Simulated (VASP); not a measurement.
# PbO (F-43m) in VASP: settings compared

PbO is run at these levels: PBEsol, PBE; tasks: vibrations by perturbation theory, dielectric tensor.

Program: VASP 6.6.1. These are calculated values, not measurements. Logs are shortened: lines on timing, memory, paths and dates and some standing lists are left out, and cuts for length are marked.

**1. The cell of the first run**

The structure is cubic, space group F-43m (No. 216). The conventional cell has a = 5.573 Å, b = 5.573 Å, c = 5.573 Å, α = 90.00°, β = 90.00°, γ = 90.00°. Pb (site symmetry -43m) has 4 O at 2.41 Å within 3.2 Å. Within 3.2 Å of O (site symmetry -43m) lie 4 Pb at 2.41 Å.

**2. Vibrations by perturbation theory, PBEsol**

INCAR

```
SYSTEM = PbO
  ALGO = Normal
  EDIFF = 1E-8
  ENCUT = 520
  GGA = PS
  IBRION = 8
  ISIF = 2
  ISMEAR = 0
  LASPH = .True.
  LCHARG = .True.
  LEPSILON = .True.
  LREAL = .False.
  LWAVE = .False.
  NBANDS = 17
  NELM = 100
  NSW = 1
  PREC = Accurate
  SIGMA = 0.01
```

KPOINTS

```
k-points
0
Gamma
  6 6 6
  0 0 0
```

POSCAR

```
PbO
1.0
    0.0000000000      2.7862511683      2.7862511683
    2.7862511683      0.0000000000      2.7862511683
    2.7862511683      2.7862511683      0.0000000000
Pb O
1 1
Direct
    0.0000000000      0.0000000000      0.0000000000
    0.2500000000      0.2500000000      0.2500000000
```

Potentials or basis: VASP PAW PBE potentials, release 64 (Pb_d, O).

Command:

```sh
$ cat potpaw_PBE.64/Pb_d/POTCAR potpaw_PBE.64/O/POTCAR > POTCAR
$ mpirun -np 1 vasp_std > vasp.out
```

OUTCAR:

```text
SYSTEM = PbO
   EDIFF = 1E-8
   ENCUT = 520
   GGA = PS
   IBRION = 8
   ISIF = 2
   ISMEAR = 0
   LASPH = .True.
   LEPSILON = .True.
   LREAL = .False.
   NELM = 100
   NSW = 1
   PREC = Accurate

 ion  position               nearest neighbor table
   1  0.000  0.000  0.000-   2 2.41   2 2.41   2 2.41   2 2.41
   2  0.250  0.250  0.250-   1 2.41   1 2.41   1 2.41   1 2.41

  LATTYP: Found a face centered cubic cell.
 ALAT       =     5.5725023366

  Lattice vectors:

 A1 = (   0.0000000000,   2.7862511683,   2.7862511683)
 A2 = (   2.7862511683,   0.0000000000,   2.7862511683)
 A3 = (   2.7862511683,   2.7862511683,   0.0000000000)

Analysis of symmetry for initial positions (statically):
=====================================================================
 Subroutine PRICEL returns:
 Original cell was already a primitive cell.

 Routine SETGRP: Setting up the symmetry group for a
 face centered cubic supercell.

 Subroutine GETGRP returns: Found 24 space group operations
 (whereof 24 operations were pure point group operations)
 out of a pool of 48 trial point group operations.

The static configuration has the point symmetry T_d .

Analysis of symmetry for dynamics (positions and initial velocities):
=====================================================================
 Subroutine PRICEL returns:
 Original cell was already a primitive cell.

 Routine SETGRP: Setting up the symmetry group for a
 face centered cubic supercell.

 Subroutine GETGRP returns: Found 24 space group operations
 (whereof 24 operations were pure point group operations)
 out of a pool of 48 trial point group operations.

The dynamic configuration has the point symmetry T_d .

 Subroutine INISYM returns: Found 24 space group operations
 (whereof 24 operations are pure point group operations),
 and found     1 'primitive' translations

----------------------------------------------------------------------------------------

                                     Primitive cell

  volume of cell :      43.2604

  direct lattice vectors                    reciprocal lattice vectors
     0.000000000  2.786251168  2.786251168    -0.179452594  0.179452594  0.179452594
     2.786251168  0.000000000  2.786251168     0.179452594 -0.179452594  0.179452594
     2.786251168  2.786251168  0.000000000     0.179452594  0.179452594 -0.179452594

  length of vectors
     3.940354190  3.940354190  3.940354190     0.310821011  0.310821011  0.310821011

  position of ions in fractional coordinates (direct lattice)
     0.000000000  0.000000000  0.000000000
     0.250000000  0.250000000  0.250000000

  ion indices of the primitive-cell ions
   primitive index   ion index
                 1           1
                 2           2

----------------------------------------------------------------------------------------

 KPOINTS: k-points

Automatic generation of k-mesh.
 Grid dimensions read from file:
 generate k-points for:    6    6    6

 Generating k-lattice:

  Cartesian coordinates                     Fractional coordinates (reciprocal lattice)
    -0.029908766  0.029908766  0.029908766     0.166666667  0.000000000  0.000000000
     0.029908766 -0.029908766  0.029908766     0.000000000  0.166666667  0.000000000
     0.029908766  0.029908766 -0.029908766     0.000000000  0.000000000  0.166666667

  Length of vectors
     0.051803502  0.051803502  0.051803502

  Shift w.r.t. Gamma in fractional coordinates (k-lattice)
     0.000000000  0.000000000  0.000000000

 Subroutine IBZKPT returns following result:
 ===========================================

 Found     16 irreducible k-points:

 Following reciprocal coordinates:
[... 415 lines left out ...]
  energy-cutoff  :      520.00
  volume of cell :       43.26
      direct lattice vectors                 reciprocal lattice vectors
     0.000000000  2.786251168  2.786251168    -0.179452594  0.179452594  0.179452594
     2.786251168  0.000000000  2.786251168     0.179452594 -0.179452594  0.179452594
     2.786251168  2.786251168  0.000000000     0.179452594  0.179452594 -0.179452594

 POSITION                                       TOTAL-FORCE (eV/Angst)
 -----------------------------------------------------------------------------------
      0.00000      0.00000      0.00000        -0.000000     -0.000000     -0.000000
      1.39313      1.39313      1.39313         0.000000      0.000000      0.000000
 -----------------------------------------------------------------------------------
    total drift:                                0.000000      0.000000      0.000000

  FREE ENERGIE OF THE ION-ELECTRON SYSTEM (eV)
  ---------------------------------------------------
  free  energy   TOTEN  =       -10.9607263113 eV

  energy  without entropy=      -10.9607263113  energy(sigma->0) =      -10.96072631

 HEAD OF MICROSCOPIC STATIC DIELECTRIC TENSOR (INDEPENDENT PARTICLE, excluding Hartree and local field effects)
 ------------------------------------------------------
          11.155148     0.000000    -0.000000
           0.000000    11.155148     0.000000
          -0.000000    -0.000000    11.155148
 ------------------------------------------------------

 Free energy of the ion-electron system (eV)
  ---------------------------------------------------
  ---------------------------------------------------
  free energy    TOTEN  =        -1.16698150 eV

  energy without entropy =       -1.16698150

------------------------ aborting loop because EDIFF is reached ----------------------------------------

--------------------------------------- Ionic step        2  -------------------------------------------

------------------------ aborting loop because EDIFF is reached ----------------------------------------

--------------------------------------- Ionic step        3  -------------------------------------------

------------------------ aborting loop because EDIFF is reached ----------------------------------------

 PIEZOELECTRIC TENSOR FIELD DIRECTION 3  (e Angst)
 -----------------------------------------------------------------------------
     0.00118 -4.50956  0.00000           (  0.00000 -0.09682  0.00000)
    -4.50956  0.00118  0.00000           ( -0.09682  0.00000  0.00000)
     0.00000  0.00000  0.00231           (  0.00000  0.00000 -0.00000)

 PIEZOELECTRIC TENSOR FIELD DIRECTION 3  (C/m^2)
 -----------------------------------------------------------------------------
     0.00044 -1.67014  0.00000
    -1.67014  0.00044  0.00000
     0.00000  0.00000  0.00086

--------------------------------------- Ionic step        4  -------------------------------------------

------------------------ aborting loop because EDIFF is reached ----------------------------------------

[... ionic steps 5 to 6 ...]

--------------------------------------- Ionic step        7  -------------------------------------------

 Free energy of the ion-electron system (eV)
  ---------------------------------------------------
  ---------------------------------------------------
  free energy    TOTEN  =        -0.36448235 eV

  energy without entropy =       -0.36448235

------------------------ aborting loop because EDIFF is reached ----------------------------------------

 INTERNAL STRAIN TENSOR  FOR ION    2  DIRECTION 1   (eV/Angst):
 -----------------------------------------------------------------------------
     0.00559  0.00000  0.00000
     0.00000 -0.00789 -3.73369
     0.00000 -3.73369 -0.00789

 MACROSCOPIC STATIC DIELECTRIC TENSOR (including local field effects in DFT)
 ------------------------------------------------------
          10.183875     0.000000     0.000000
           0.000000    10.183875    -0.000000
           0.000000     0.000000    10.183875
 ------------------------------------------------------

 PIEZOELECTRIC TENSOR (including local field effects)  for field in x, y, z        (e  Angst)
          XX          YY          ZZ          XY          YZ          ZX
  --------------------------------------------------------------------------------
  x     0.00000    -0.00000    -0.00000     0.00000    -4.52510     0.00000
  y     0.00000     0.00000     0.00000     0.00000     0.00000    -4.52510
  z     0.00000     0.00000     0.00000    -4.52510     0.00000     0.00000

 PIEZOELECTRIC TENSOR (including local field effects)  for field in x, y, z        (C/m^2)
          XX          YY          ZZ          XY          YZ          ZX
  --------------------------------------------------------------------------------
  x     0.00000    -0.00000    -0.00000     0.00000    -1.67590     0.00000
  y     0.00000     0.00000     0.00000     0.00000     0.00000    -1.67590
  z     0.00000     0.00000     0.00000    -1.67590     0.00000     0.00000

 BORN EFFECTIVE CHARGES (including local field effects) (in |e|, cummulative output)
 ---------------------------------------------------------------------------------
 ion    1
    1     1.90666     0.00000     0.00000
    2     0.00000     1.90666    -0.00000
    3     0.00000    -0.00000     1.90666
 ion    2
    1    -1.90666    -0.00000    -0.00000
    2    -0.00000    -1.90666     0.00000
    3    -0.00000     0.00000    -1.90666

 INTERNAL STRAIN TENSOR FOR ION    2 for displacements in x,y,z  (eV/Angst):
          X           Y           Z          XY          YZ          ZX
  --------------------------------------------------------------------------------
  x     0.00000    -0.00000    -0.00000     0.00000    -3.73369     0.00000
  y     0.00000     0.00000     0.00000     0.00000     0.00000    -3.73369
  z    -0.00000    -0.00000     0.00000    -3.73369     0.00000     0.00000

 SECOND DERIVATIVES (NOT SYMMETRIZED)
 ------------------------------------
               1X          1Y          1Z          2X          2Y          2Z
  1X    -3.506549    0.000000    0.000000    3.506549    0.000000    0.000000
  1Y     0.000000   -3.506549    0.000000    0.000000    3.506549    0.000000
  1Z     0.000000    0.000000   -3.506549    0.000000    0.000000    3.506549
  2X     3.502547    0.000000    0.000000   -3.502547    0.000000    0.000000
  2Y     0.000000    3.502547    0.000000    0.000000   -3.502547    0.000000
  2Z     0.000000    0.000000    3.502547    0.000000    0.000000   -3.502547

 Eigenvectors and eigenvalues of the dynamical matrix
 ----------------------------------------------------

   1 f  =    7.591939 THz    47.701561 2PiTHz  253.239836 cm-1    31.397724 meV
             X         Y         Z           dx          dy          dz
      0.000000  0.000000  0.000000     0.000000    0.267882    0.000000
      1.393126  1.393126  1.393126     0.000000   -0.963452    0.000000
[... 21 lines left out ...]
   6 f/i=    0.001119 THz     0.007029 2PiTHz    0.037317 cm-1     0.004627 meV
             X         Y         Z           dx          dy          dz
      0.000000  0.000000  0.000000    -0.010002    0.181803   -0.946090
      1.393126  1.393126  1.393126    -0.002781    0.050549   -0.263054

--------------------------------------------------------------------------------------------------------

 MACROSCOPIC STATIC DIELECTRIC TENSOR IONIC CONTRIBUTION
 ------------------------------------------------------
           4.338997     0.000000     0.000000
           0.000000     4.338997    -0.000000
           0.000000    -0.000000     4.338997
 ------------------------------------------------------

 ELASTIC MODULI CONTR FROM IONIC RELAXATION (kBar)
 Direction    XX          YY          ZZ          XY          YZ          ZX
 --------------------------------------------------------------------------------
 XX          -0.0000     -0.0000     -0.0000     -0.0000      0.0000      0.0000
 YY          -0.0000     -0.0000     -0.0000     -0.0000     -0.0000      0.0000
 ZZ          -0.0000     -0.0000     -0.0000     -0.0000     -0.0000      0.0000
 XY          -0.0000     -0.0000     -0.0000   -149.9379      0.0000      0.0000
 YZ           0.0000     -0.0000     -0.0000      0.0000   -149.9379      0.0000
 ZX           0.0000      0.0000      0.0000      0.0000      0.0000   -149.9379
 --------------------------------------------------------------------------------

 PIEZOELECTRIC TENSOR IONIC CONTR  for field in x, y, z        (C/m^2)
          XX          YY          ZZ          XY          YZ          ZX
  --------------------------------------------------------------------------------
  x     0.00000     0.00000     0.00000     0.00000     0.75897     0.00000
  y    -0.00000    -0.00000    -0.00000    -0.00000     0.00000     0.75897
  z     0.00000     0.00000     0.00000     0.75897     0.00000    -0.00000
```

Wall time 13 min (1 thread of AMD EPYC 7R13, shared host); peak memory 0.22 GiB.

What came out:

```
Electronic dielectric tensor (diagonal)                 : 10.18
Born charges (mean of the diagonal)                     : Pb +1.91; O -1.91 e
Highest phonon frequency at Γ, LO-TO splitting left out : 253 cm⁻¹
```

Phonon frequencies in cm⁻¹ (negative: imaginary):
```
              q point        frequencies
(0.000, 0.000, 0.000)  0 0 0 253 253 253
```

Electronic dielectric tensor:
```
10.18  0.00  0.00
 0.00 10.18  0.00
 0.00  0.00 10.18
```

Born effective charge tensors (e):
atom 1, Pb
```
1.91 0.00 0.00
0.00 1.91 0.00
0.00 0.00 1.91
```
atom 2, O
```
-1.91  0.00  0.00
 0.00 -1.91  0.00
 0.00  0.00 -1.91
```

Caveat: the structure was generated, so it needn't be the stable form of PbO; the PAW data sets were made with another functional, which shifts forces and pressure a little; spin-orbit coupling is left out, which moves the levels of the heavy elements.

**3. Dielectric tensor, PBE**

This run uses another cell than the first one, of 21.92 Å³/atom.

INCAR

```
SYSTEM = PbO
ALGO     = Normal         ! electronic algorithm
EDIFF    = 1E-8           ! SCF threshold, eV
ENCUT    = 520            ! plane-wave cutoff, eV
GGA      = PE             ! functional
ISIF     = 2              ! what is computed and relaxed
ISMEAR   = 0              ! smearing method
LASPH    = .TRUE.         ! aspherical terms in the spheres
LCHARG   = .FALSE.        ! write CHGCAR
LEPSILON = .TRUE.         ! dielectric tensor by DFPT
LREAL    = .FALSE.        ! projectors in reciprocal space
LWAVE    = .FALSE.        ! write WAVECAR
NELM     = 60             ! most SCF steps
PREC     = Accurate       ! precision mode
SIGMA    = 0.01           ! smearing width, eV
```

KPOINTS

```
k-points
0
G
  6 6 6
  0 0 0
```

POSCAR

```
PbO
1.0
    0.0000000000      2.7987768028      2.7987768028
    2.7987768028      0.0000000000      2.7987768028
    2.7987768028      2.7987768028      0.0000000000
Pb O
1 1
Direct
    0.0000000000      0.0000000000      0.0000000000
    0.2500000000      0.2500000000      0.2500000000
```

Potentials or basis: VASP PAW PBE potentials, release 64 (Pb_d, O).

Command:

```sh
$ cat potpaw_PBE.64/Pb_d/POTCAR potpaw_PBE.64/O/POTCAR > POTCAR
$ mpirun -np 1 vasp_std > vasp.out
```

OUTCAR:

```text
SYSTEM = PbO
   EDIFF = 1E-8
   ENCUT = 520
   GGA = PE
   ISIF = 2
   ISMEAR = 0
   LASPH = .TRUE.
   LEPSILON = .TRUE.
   LREAL = .FALSE.
   NELM = 60
   PREC = Accurate

 ion  position               nearest neighbor table
   1  0.000  0.000  0.000-   2 2.42   2 2.42   2 2.42   2 2.42
   2  0.250  0.250  0.250-   1 2.42   1 2.42   1 2.42   1 2.42

  LATTYP: Found a face centered cubic cell.
 ALAT       =     5.5975536056

  Lattice vectors:

 A1 = (   0.0000000000,   2.7987768028,   2.7987768028)
 A2 = (   2.7987768028,   0.0000000000,   2.7987768028)
 A3 = (   2.7987768028,   2.7987768028,   0.0000000000)

Analysis of symmetry for initial positions (statically):
=====================================================================
 Subroutine PRICEL returns:
 Original cell was already a primitive cell.

 Routine SETGRP: Setting up the symmetry group for a
 face centered cubic supercell.

 Subroutine GETGRP returns: Found 24 space group operations
 (whereof 24 operations were pure point group operations)
 out of a pool of 48 trial point group operations.

The static configuration has the point symmetry T_d .

[... 479 lines left out ...]
  ---------------------------------------------------
  free energy    TOTEN  =        -0.98269844 eV

  energy without entropy =       -0.98269844

------------------------ aborting loop because EDIFF is reached ----------------------------------------

 PIEZOELECTRIC TENSOR FIELD DIRECTION 3  (e Angst)
 -----------------------------------------------------------------------------
     0.00062 -4.26393  0.00000           (  0.00000 -0.09801  0.00000)
    -4.26393  0.00062  0.00000           ( -0.09801  0.00000  0.00000)
     0.00000  0.00000  0.00308           (  0.00000  0.00000 -0.00000)

 PIEZOELECTRIC TENSOR FIELD DIRECTION 3  (C/m^2)
 -----------------------------------------------------------------------------
     0.00023 -1.55807  0.00000
    -1.55807  0.00023  0.00000
     0.00000  0.00000  0.00113

 MACROSCOPIC STATIC DIELECTRIC TENSOR (including local field effects in DFT)
 ------------------------------------------------------
           8.528034     0.000000     0.000000
           0.000000     8.528034    -0.000000
          -0.000000     0.000000     8.528034
 ------------------------------------------------------

 PIEZOELECTRIC TENSOR (including local field effects)  for field in x, y, z        (e  Angst)
          XX          YY          ZZ          XY          YZ          ZX
  --------------------------------------------------------------------------------
  x     0.00000     0.00000     0.00000     0.00000    -4.27897     0.00000
  y     0.00000     0.00000    -0.00000     0.00000     0.00000    -4.27897
  z     0.00000     0.00000     0.00000    -4.27897     0.00000     0.00000

 PIEZOELECTRIC TENSOR (including local field effects)  for field in x, y, z        (C/m^2)
          XX          YY          ZZ          XY          YZ          ZX
  --------------------------------------------------------------------------------
  x     0.00000     0.00000     0.00000     0.00000    -1.56356     0.00000
  y     0.00000     0.00000    -0.00000     0.00000     0.00000    -1.56356
  z     0.00000     0.00000     0.00000    -1.56356     0.00000     0.00000

 BORN EFFECTIVE CHARGES (including local field effects) (in |e|, cummulative output)
 ---------------------------------------------------------------------------------
 ion    1
    1     2.07043    -0.00000     0.00000
    2    -0.00000     2.07043    -0.00000
    3    -0.00000    -0.00000     2.07043
 ion    2
    1    -2.07043     0.00000    -0.00000
    2     0.00000    -2.07043     0.00000
    3     0.00000     0.00000    -2.07043
```

OSZICAR:

```text
N       E                     dE             d eps       ncg     rms          rms(c)
DAV:   1     0.181348165782E+03    0.18135E+03   -0.10400E+04   448   0.157E+03
DAV:   2     0.545850398581E+01   -0.17589E+03   -0.16998E+03   484   0.400E+02
[... 12 lines left out ...]
RMM:   9    -0.982649698335E+00   -0.16642E-03    0.62466E-05  2255   0.307E-02    0.255E-03
RMM:  10    -0.982707344771E+00   -0.57646E-04   -0.12380E-05  2164   0.112E-02    0.809E-04
RMM:  11    -0.982691667001E+00    0.15678E-04    0.16752E-05  2323   0.486E-03    0.251E-04
RMM:  12    -0.982698978790E+00   -0.73118E-05   -0.20394E-06  2298   0.192E-03    0.665E-05
RMM:  13    -0.982697374722E+00    0.16041E-05    0.44465E-06  2306   0.770E-04    0.372E-05
RMM:  14    -0.982698813376E+00   -0.14387E-05    0.81196E-07  1894   0.309E-04    0.160E-05
RMM:  15    -0.982698435311E+00    0.37806E-06    0.29425E-07  1224   0.133E-04    0.365E-06
```

Wall time 8.2 min (1 thread of AMD EPYC 7R13, shared host); peak memory 0.2 GiB.

What came out:

| Item | Value |
| --- | --- |
| Band gap on the k mesh | 0.47 eV (least direct gap 0.61 eV) |
| Electronic dielectric tensor (diagonal) | 8.53 |
| Born charges (mean of the diagonal) | Pb +2.07; O -2.07 e |

Electronic dielectric tensor:
```
8.53 0.00 0.00
0.00 8.53 0.00
0.00 0.00 8.53
```

Born effective charge tensors (e):
atom 1, Pb
```
2.07 0.00 0.00
0.00 2.07 0.00
0.00 0.00 2.07
```
atom 2, O
```
-2.07  0.00  0.00
 0.00 -2.07  0.00
 0.00  0.00 -2.07
```

Caveat: the gap is small at this level, which inflates the dielectric constant; the structure was generated, so it needn't be the stable form of PbO; spin-orbit coupling is left out, which moves the levels of the heavy elements.
